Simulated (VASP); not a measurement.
# MgO in VASP: a series of runs

Runs on MgO. Level: PBEsol. Tasks: single point.

All numbers are computed with VASP 6.6.1; they aren't measurements. Logs are shortened: lines on timing, memory, paths and dates and some standing lists are left out, and cuts for length are marked.

## 1. The cell of the first run

Symmetry: P6_3mc, No. 186, hexagonal system. The conventional cell has a = 3.255 Å, b = 3.255 Å, c = 10.415 Å, α = 90.00°, β = 90.00°, γ = 120.00°. Within 2.6 Å of Mg (site symmetry 3m) lie 4 O at 1.98 Å. Mg (site symmetry 3m) has 4 O at 1.98 to 1.99 Å within 2.6 Å. Within 2.6 Å of O (site symmetry 3m) lie 4 Mg at 1.98 Å. Within 2.6 Å of O (site symmetry 3m) lie 4 Mg at 1.98 to 1.99 Å.

## 2. Single point, PBEsol

File INCAR:

```
  PREC = Accurate
  ENCUT = 520
  EDIFF = 1E-7
  ISMEAR = 0
  SIGMA = 0.05
  LREAL = False
  LASPH = True
  NELM = 80
  ALGO = Normal
  ISIF = 2
  LWAVE = False
  LCHARG = False
  GGA = PS
  NBANDS = 26
```

File KPOINTS:

```
regular mesh
0
Gamma
  9 9 4
```

File POSCAR:

```
MgO
1.0
    3.2553371795      0.0000000000      0.0000000000
   -1.6276685897      2.8192046953      0.0000000000
    0.0000000000      0.0000000000     10.4149514991
Mg O
4 4
Direct
    0.3333333333      0.6666666667      0.9695963559
    0.0000000000      0.0000000000      0.2209473890
    0.0000000000      0.0000000000      0.7209473890
    0.6666666667      0.3333333333      0.4695963559
    0.3333333333      0.6666666667      0.7799156657
    0.0000000000      0.0000000000      0.5295387694
    0.0000000000      0.0000000000      0.0295387694
    0.6666666667      0.3333333333      0.2799156657
```

Potentials or basis: VASP PAW PBE potentials, release 64 (Mg, O).

Command:

```sh
$ cat potpaw_PBE.64/Mg/POTCAR potpaw_PBE.64/O/POTCAR > POTCAR
$ mpirun -np 1 vasp_std > vasp.out
```

OUTCAR:

```text
PREC = Accurate
   ENCUT = 520
   EDIFF = 1E-7
   ISMEAR = 0
   LREAL = False
   LASPH = True
   NELM = 80
   ISIF = 2
   GGA = PS

 ion  position               nearest neighbor table
   1  0.333  0.667  0.970-   5 1.98   7 1.98   7 1.98   7 1.98   3 3.20   3 3.20   3 3.20   2 3.22
                             2 3.22   2 3.22
   2  0.000  0.000  0.221-   8 1.98   8 1.98   8 1.98   7 1.99   4 3.20   4 3.20   4 3.20   1 3.22
                             1 3.22   1 3.22
   3  0.000  0.000  0.721-   5 1.98   5 1.98   5 1.98   6 1.99   1 3.20   1 3.20   1 3.20   4 3.22
                             4 3.22   4 3.22
   4  0.667  0.333  0.470-   8 1.98   6 1.98   6 1.98   6 1.98   2 3.20   2 3.20   2 3.20   3 3.22
                             3 3.22   3 3.22
   5  0.333  0.667  0.780-   1 1.98   3 1.98   3 1.98   3 1.98
   6  0.000  0.000  0.530-   4 1.98   4 1.98   4 1.98   3 1.99
   7  0.000  0.000  0.030-   1 1.98   1 1.98   1 1.98   2 1.99
   8  0.667  0.333  0.280-   4 1.98   2 1.98   2 1.98   2 1.98

  LATTYP: Found a hexagonal cell.
 ALAT       =     3.2553371795
 C/A-ratio  =     3.1993464655

  Lattice vectors:

 A1 = (   3.2553371795,   0.0000000000,   0.0000000000)
 A2 = (  -1.6276685897,   2.8192046953,   0.0000000000)
 A3 = (   0.0000000000,   0.0000000000,  10.4149514991)

Analysis of symmetry for initial positions (statically):
=====================================================================
 Subroutine PRICEL returns:
 Original cell was already a primitive cell.

 Routine SETGRP: Setting up the symmetry group for a
 hexagonal supercell.

 Subroutine GETGRP returns: Found 12 space group operations
 (whereof  6 operations were pure point group operations)
 out of a pool of 24 trial point group operations.

The static configuration has the point symmetry C_3v.
 The point group associated with its full space group is C_6v.

Analysis of symmetry for dynamics (positions and initial velocities):
=====================================================================
 Subroutine PRICEL returns:
 Original cell was already a primitive cell.

 Routine SETGRP: Setting up the symmetry group for a
 hexagonal supercell.

 Subroutine GETGRP returns: Found 12 space group operations
 (whereof  6 operations were pure point group operations)
 out of a pool of 24 trial point group operations.

The dynamic configuration has the point symmetry C_3v.
 The point group associated with its full space group is C_6v.

 Subroutine INISYM returns: Found 12 space group operations
 (whereof  6 operations are pure point group operations),
 and found     1 'primitive' translations

----------------------------------------------------------------------------------------

                                     Primitive cell

  volume of cell :      95.5828

  direct lattice vectors                    reciprocal lattice vectors
     3.255337180  0.000000000  0.000000000     0.307187841  0.177354983  0.000000000
    -1.627668590  2.819204695  0.000000000     0.000000000  0.354709965  0.000000000
     0.000000000  0.000000000 10.414951499     0.000000000  0.000000000  0.096015810

  length of vectors
     3.255337180  3.255337179 10.414951499     0.354709965  0.354709965  0.096015810

  position of ions in fractional coordinates (direct lattice)
     0.333333333  0.666666667  0.969596356
     0.000000000  0.000000000  0.220947389
     0.000000000  0.000000000  0.720947389
     0.666666667  0.333333333  0.469596356
     0.333333333  0.666666667  0.779915666
     0.000000000  0.000000000  0.529538769
     0.000000000  0.000000000  0.029538769
     0.666666667  0.333333333  0.279915666

  ion indices of the primitive-cell ions
   primitive index   ion index
                 1           1
                 2           2
                 3           3
                 4           4
                 5           5
                 6           6
                 7           7
                 8           8

----------------------------------------------------------------------------------------

 KPOINTS: regular mesh

Automatic generation of k-mesh.
 Grid dimensions read from file:
 generate k-points for:    9    9    4

 Generating k-lattice:

  Cartesian coordinates                     Fractional coordinates (reciprocal lattice)
     0.034131982  0.019706109  0.000000000     0.111111111  0.000000000  0.000000000
     0.000000000  0.039412218  0.000000000     0.000000000  0.111111111  0.000000000
     0.000000000  0.000000000  0.024003952     0.000000000  0.000000000  0.250000000

  Length of vectors
     0.039412218  0.039412218  0.024003952

  Shift w.r.t. Gamma in fractional coordinates (k-lattice)
     0.000000000  0.000000000  0.000000000

 Subroutine IBZKPT returns following result:
 ===========================================

 Found     36 irreducible k-points:

 Following reciprocal coordinates:
            Coordinates               Weight
  0.000000  0.000000  0.000000      1.000000
  0.111111  0.000000  0.000000      6.000000
  0.222222 -0.000000  0.000000      6.000000
  0.333333  0.000000  0.000000      6.000000
  0.444444 -0.000000  0.000000      6.000000
  0.111111  0.111111  0.000000      6.000000
[... 16 lines left out ...]
  0.333333  0.222222  0.250000     24.000000
  0.333333  0.333333  0.250000      4.000000
 [... further k-points ...]
   k-points           NKPTS =     36   k-points in BZ     NKDIM =     36   number of bands    NBANDS=     26
   number of dos      NEDOS =    301   number of ions     NIONS =      8
   total plane-waves  NPLWV =  46080
   dimension x,y,z NGX =    24 NGY =   24 NGZ =   80
   dimension x,y,z NGXF=    48 NGYF=   48 NGZF=  160
   ions per type =               4   4
   NGX,Y,Z   is equivalent  to a cutoff of  12.26, 12.26, 12.77 a.u.
   NGXF,Y,Z  is equivalent  to a cutoff of  24.51, 24.51, 25.54 a.u.
 SYSTEM =  unknown system
   PREC   = accura    normal or accurate (medium, high low for compatibility)
   ISTART =      0    job   : 0-new  1-cont  2-samecut
   ICHARG =      2    charge: 1-file 2-atom 10-const
   ISPIN  =      1    spin polarized calculation?
   LNONCOLLINEAR =      F non collinear calculations
   LSORBIT =      F    spin-orbit coupling
   LASPH  =      T    aspherical Exc in radial PAW
   ENCUT  =  520.0 eV  38.22 Ry    6.18 a.u.   6.05  6.05 19.36*2*pi/ulx,y,z
   NELM   =     80;   NELMIN=  2; NELMDL= -5     # of ELM steps
   EDIFF  = 0.1E-06   stopping-criterion for ELM
   LREAL  =      F    real-space projection
   EDIFFG = 0.1E-05   stopping-criterion for IOM
   NSW    =      0    number of steps for IOM
   IBRION =     -1    ionic relax: 0-MD 1-quasi-New 2-CG
   NFREE  =      0    steps in history (QN), initial steepest desc. (CG)
   ISIF   =      2    stress and relaxation
   ISYM   =      2    0-nonsym 1-usesym 2-fastsym
   POTIM  = 0.5000    time-step for ionic-motion
   TEBEG  =    0.0;   TEEND  =   0.0 temperature during run
   PSTRESS=    0.0 pullay stress
   NELECT =      32.0000    total number of electrons
   NUPDOWN=      -1.0000    fix difference up-down
   EMIN   =  10.00;   EMAX   =-10.00  energy-range for DOS
   EFERMI =   0.00;   METHOD = LEGACY
   ISMEAR =     0;   SIGMA  =   0.05  broadening in eV -4-tet -1-fermi 0-gaus
   EFERMI_NEDOS =   21; number of points for ismear=-14 and -15
   IALGO  =     38    algorithm
   IMIX   =      4    mixing-type and parameters
     AMIX     =   0.40;   BMIX     =  1.00
     AMIX_MAG =   1.60;   BMIX_MAG =  1.00
  volume/ion in A,a.u.               =      11.95        80.63
  Fermi-wavevector in a.u.,A,eV,Ry     =   1.136750  2.148146 17.581449  1.292200
  Thomas-Fermi vector in A             =   2.273455
   LORBIT       =      0    0 simple, 1 ext, 2 COOP (PROOUT), +10 PAW based schemes
   GGA     = PS    functional components
   LHFCALC =     F    Hartree Fock is set to
   AEXX    =    0.0000 exact exchange contribution
   IVDW    =     0    specifies the selected vdW correction
   LEPSILON=     F    determine dielectric tensor
   LRPA    =     F    only Hartree local field effects (RPA)
 non-spin polarized calculation
 Gauss-broadening in eV      SIGMA  =   0.05
  energy-cutoff  :      520.00
  volume of cell :       95.58
 maximum number of plane-waves:      2616
   NGX = 13   NGY = 13   NGZ = 39

 number of electron      32.0000022 magnetization

 Free energy of the ion-electron system (eV)
  ---------------------------------------------------
  ext. energy  EPLUGINS =         0.00000000
  ---------------------------------------------------
  free energy    TOTEN  =       -48.93941822 eV

  energy without entropy =      -48.93941822  energy(sigma->0) =      -48.93941822

 E-fermi :   1.0015     XC(G=0):  -9.9275

 val. band max:        0.7193454169   @ k =   0.0000   0.0000   0.0000
 cond. band min:       4.1791758556   @ k =   0.0000   0.0000   0.0000
 fundamental gap:      3.4598304387
 Fermi energy:         1.0014766088

 k-point     1 :       0.0000    0.0000    0.0000
  band No.  band energies     occupation
      1     -15.1836      2.00000
      2     -14.8498      2.00000
      3     -14.8356      2.00000
      4     -14.4723      2.00000
      5      -2.4172      2.00000
      6      -1.2255      2.00000
[... 18 lines left out ...]
     25      15.0435      0.00000
     26      15.8087      0.00000

 k-point     2 :       0.1111    0.0000    0.0000
  band No.  band energies     occupation
      1     -15.1193      2.00000
      2     -14.8013      2.00000
      3     -14.7876      2.00000
      4     -14.4444      2.00000
      5      -2.2882      2.00000
      6      -1.2700      2.00000
[... 18 lines left out ...]
     25      14.7843      0.00000
     26      15.1826      0.00000

 k-point     3 :       0.2222   -0.0000    0.0000
  band No.  band energies     occupation
      1     -14.9465      2.00000
      2     -14.6757      2.00000
      3     -14.6634      2.00000
      4     -14.3778      2.00000
      5      -1.9282      2.00000
      6      -1.5074      2.00000
[... 18 lines left out ...]
     25      14.2257      0.00000
     26      14.5098      0.00000

 k-point     4 :       0.3333    0.0000    0.0000
  band No.  band energies     occupation
      1     -14.7248      2.00000
      2     -14.5274      2.00000
      3     -14.5173      2.00000
      4     -14.3168      2.00000
      5      -1.9769      2.00000
      6      -1.8333      2.00000
[... 18 lines left out ...]
     25      13.7261      0.00000
     26      14.2892      0.00000

 k-point     5 :       0.4444   -0.0000    0.0000
  band No.  band energies     occupation
      1     -14.5468      2.00000
      2     -14.4274      2.00000
      3     -14.4203      2.00000
      4     -14.3020      2.00000
      5      -2.3401      2.00000
      6      -2.1129      2.00000
[... 18 lines left out ...]
     25      13.8182      0.00000
     26      14.2865      0.00000

 k-point     6 :       0.1111    0.1111    0.0000
  band No.  band energies     occupation
      1     -15.0006      2.00000
      2     -14.7143      2.00000
      3     -14.7015      2.00000
      4     -14.3971      2.00000
      5      -2.0422      2.00000
      6      -1.4019      2.00000
[... 427 lines left out ...]
 k-point    21 :       0.4444    0.1111    0.2500
  band No.  band energies     occupation
      1     -14.4859      2.00000
      2     -14.4345      2.00000
      3     -14.3624      2.00000
      4     -14.3119      2.00000
      5      -2.2514      2.00000
      6      -2.0691      2.00000
[... 18 lines left out ...]
     25      13.8512      0.00000
     26      14.1713      0.00000

 k-point    22 :       0.2222    0.2222    0.2500
  band No.  band energies     occupation
      1     -14.6051      2.00000
      2     -14.5184      2.00000
      3     -14.3961      2.00000
      4     -14.3107      2.00000
      5      -1.8188      2.00000
      6      -1.7386      2.00000
[... 18 lines left out ...]
     25      13.7553      0.00000
     26      13.8213      0.00000

 k-point    23 :       0.3333    0.2222    0.2500
  band No.  band energies     occupation
      1     -14.4558      2.00000
      2     -14.4119      2.00000
      3     -14.3521      2.00000
      4     -14.3120      2.00000
      5      -1.9562      2.00000
      6      -1.8260      2.00000
[... 18 lines left out ...]
     25      13.6716      0.00000
     26      13.8456      0.00000

 k-point    24 :       0.3333    0.3333    0.2500
  band No.  band energies     occupation
      1     -14.3634      2.00000
      2     -14.3586      2.00000
      3     -14.3538      2.00000
      4     -14.3538      2.00000
      5      -1.6529      2.00000
      6      -1.6529      2.00000
[... 18 lines left out ...]
     25      13.6208      0.00000
     26      13.7488      0.00000

 [... further k-points ...]

------------------------ aborting loop because EDIFF is reached ----------------------------------------

  FORCE on cell =-STRESS in cart. coord.  units (eV):
  Direction    XX          YY          ZZ          XY          YZ          ZX
  --------------------------------------------------------------------------------------
  -------------------------------------------------------------------------------------
  Total       -0.1643218     -0.1643218     -0.1501807     -0.0000000      0.0000000      0.0000000
  in kB       -2.7543938     -2.7543938     -2.5173572     -0.0000000      0.0000000      0.0000000
  external PRESSURE =      -2.6753816 kB  Pullay stress =       0.0000000 kB

 VOLUME and BASIS-vectors are now :
 -----------------------------------------------------------------------------
  energy-cutoff  :      520.00
  volume of cell :       95.58
      direct lattice vectors                 reciprocal lattice vectors
     3.255337180  0.000000000  0.000000000     0.307187841  0.177354983  0.000000000
    -1.627668590  2.819204695  0.000000000     0.000000000  0.354709965  0.000000000
     0.000000000  0.000000000 10.414951499     0.000000000  0.000000000  0.096015810

 POSITION                                       TOTAL-FORCE (eV/Angst)
 -----------------------------------------------------------------------------------
     -0.00000      1.87947     10.09830        -0.000000      0.000000     -0.000187
      0.00000      0.00000      2.30116         0.000000     -0.000000     -0.000457
      0.00000      0.00000      7.50863        -0.000000     -0.000000     -0.000457
      1.62767      0.93973      4.89082         0.000000     -0.000000     -0.000187
     -0.00000      1.87947      8.12278        -0.000000     -0.000000     -0.000858
      0.00000      0.00000      5.51512         0.000000      0.000000      0.001502
      0.00000      0.00000      0.30764        -0.000000      0.000000      0.001502
      1.62767      0.93973      2.91531         0.000000     -0.000000     -0.000858
 -----------------------------------------------------------------------------------
    total drift:                               -0.000000     -0.000001     -0.001888

  FREE ENERGIE OF THE ION-ELECTRON SYSTEM (eV)
  ---------------------------------------------------
  free  energy   TOTEN  =       -48.9394182246 eV

  energy  without entropy=      -48.9394182246  energy(sigma->0) =      -48.93941822
```

It took 96 s on 1 thread of Intel Xeon 8259CL, shared host; peak memory 0.24 GiB.

What came out:

```yaml
Free_energy: -48.9394 eV
Pressure: -0.3 GPa
Band_gap_on_the_k_mesh: 3.46 eV
```

Caveat: the PAW data sets were made with another functional, which shifts forces and pressure a little.

## 3. Single point, PBEsol (atom 6 (O) moved by +0.000 Å along [1 0 0] and +0.130 Å along [0 0 1])

File INCAR:

```
SYSTEM = MgO
  ALGO = Normal
  EDIFF = 1E-6
  ENCUT = 520
  GGA = PS
  ISIF = 2
  ISMEAR = 0
  LASPH = .True.
  LCHARG = .False.
  LREAL = .False.
  LWAVE = .False.
  NBANDS = 26
  NELM = 80
  PREC = Accurate
  SIGMA = 0.05
```

File KPOINTS:

```
k-points
0
Gamma
  9 9 4
  0 0 0
```

Changes to POSCAR since step 2:

```diff
@@ -13,3 +13,3 @@
     0.3333333333      0.6666666667      0.7799156657
-    0.0000000000      0.0000000000      0.5295387694
+    0.0000000000      0.0000000000      0.5420208246
     0.0000000000      0.0000000000      0.0295387694
```

Potentials or basis: VASP PAW PBE potentials, release 64 (Mg, O).

Command:

```sh
$ cat potpaw_PBE.64/Mg/POTCAR potpaw_PBE.64/O/POTCAR > POTCAR
$ mpirun -np 1 vasp_std > vasp.out
```

Run time: 3.2 min. Hardware: 1 thread of Intel Xeon 8259CL, shared host; peak memory 0.24 GiB.

Results (log left out):

| Property | Result |
| --- | --- |
| Free energy | -48.8020 eV |
| Pressure | 0.2 GPa |
| Largest force | 2.270 eV/Å |
| Band gap on the k mesh | 3.22 eV |

Forces on the atoms (eV/Å):
```
Mg   0.000  0.000 -0.274
Mg   0.000  0.000 -0.285
Mg   0.000  0.000  1.154
Mg   0.000  0.000  0.842
O    0.000  0.000  0.282
O    0.000  0.000 -2.270
O    0.000  0.000  0.280
O    0.000  0.000  0.271
```

Stress tensor (GPa, compression positive):
```
-1.06  0.00  0.00
 0.00 -1.06  0.00
 0.00  0.00  2.63
```

Levels at points of the mesh, in eV from the valence-band top:
| k point | band 13 | band 14 | band 15 | band 16 | band 17 | band 18 | band 19 | band 20 |
| --- | --- | --- | --- | --- | --- | --- | --- | --- |
| (0.00, 0.00, 0.00) | -0.31 | -0.18 | 0.00 | 0.00 | 3.22 | 5.59 | 5.72 | 8.31 |
| (0.00, 0.00, 0.50) | -0.31 | -0.31 | 0.00 | 0.00 | 3.85 | 4.33 | 7.14 | 7.29 |

Caveat: the cell differs from its parent crystal (atom 6 (O) moved by +0.000 Å along [1 0 0] and +0.130 Å along [0 0 1]); the PAW data sets were made with another functional, which shifts forces and pressure a little.

## 4. Single point, PBEsol (atom 6 (O) moved by +0.000 Å along [1 0 0] and -0.130 Å along [0 0 1])

File INCAR:

```
PREC = Accurate
ENCUT = 520
EDIFF = 1E-6
ISMEAR = 0
SIGMA = 0.05
LREAL = F
LASPH = T
NELM = 60
ALGO = Normal
ISIF = 2
LWAVE = F
LCHARG = F
GGA = PS
NBANDS = 26
```

File KPOINTS:

```
regular mesh
0
Gamma
  9 9 4
```

Changes to POSCAR since step 3:

```diff
@@ -13,3 +13,3 @@
     0.3333333333      0.6666666667      0.7799156657
-    0.0000000000      0.0000000000      0.5420208246
+    0.0000000000      0.0000000000      0.5170567142
     0.0000000000      0.0000000000      0.0295387694
```

Command:

```sh
$ cat potpaw_PBE.64/Mg/POTCAR potpaw_PBE.64/O/POTCAR > POTCAR
$ mpirun -np 1 vasp_std > vasp.out
```

Wall time 2.8 min (1 thread of Intel Xeon 8259CL, shared host); peak memory 0.24 GiB.

The run converged. Its results:

| Item | Value |
| --- | --- |
| Free energy | -48.8337 eV |
| Pressure | 0.0 GPa |
| Largest force | 1.528 eV/Å |
| Band gap on the k mesh | 3.22 eV |

Forces on the atoms (eV/Å):
```
Mg   0.000  0.000  0.272
Mg   0.000  0.000  0.286
Mg   0.000  0.000 -0.462
Mg   0.000  0.000 -0.792
O    0.000  0.000 -0.272
O    0.000  0.000  1.528
O    0.000  0.000 -0.276
O    0.000  0.000 -0.285
```

Stress tensor (GPa, compression positive):
```
 0.85  0.00  0.00
 0.00  0.85  0.00
 0.00  0.00 -1.62
```

Levels at points of the mesh, in eV from the valence-band top:
```tsv
k point	band 12	band 13	band 14	band 15	band 16	band 17	band 18	band 19	band 20	band 21
(0.00, 0.00, 0.00)	-0.40	-0.40	-0.09	0.00	0.00	3.22	5.56	5.87	8.44	9.57
(0.00, 0.00, 0.50)	-0.51	-0.40	-0.40	0.00	0.00	3.87	4.34	7.20	7.42	10.63
```

Caveat: the cell differs from its parent crystal (atom 6 (O) moved by +0.000 Å along [1 0 0] and -0.130 Å along [0 0 1]); the PAW data sets were made with another functional, which shifts forces and pressure a little. A k mesh can miss the band edges.

## 5. Overview

```tsv
cell	gap on the mesh (eV)	pressure (GPa)	largest force (eV/Å)
as given, atomic positions A	3.46	-0.3	-
as given, atomic positions B	3.22	0.2	2.27
as given, atomic positions C	3.22	0.0	1.53
```

Alike in all rows: task single point; level PBEsol; potentials or basis VASP PAW PBE potentials, release 64 (Mg, O); no spin polarisation; k mesh 9 × 9 × 4; cutoff (eV) 520; smearing gaussian 0.05 eV.

Caveats: the PAW data sets were made with another functional, which shifts forces and pressure a little.

Absolute energies hang on the potentials; compare differences alone.
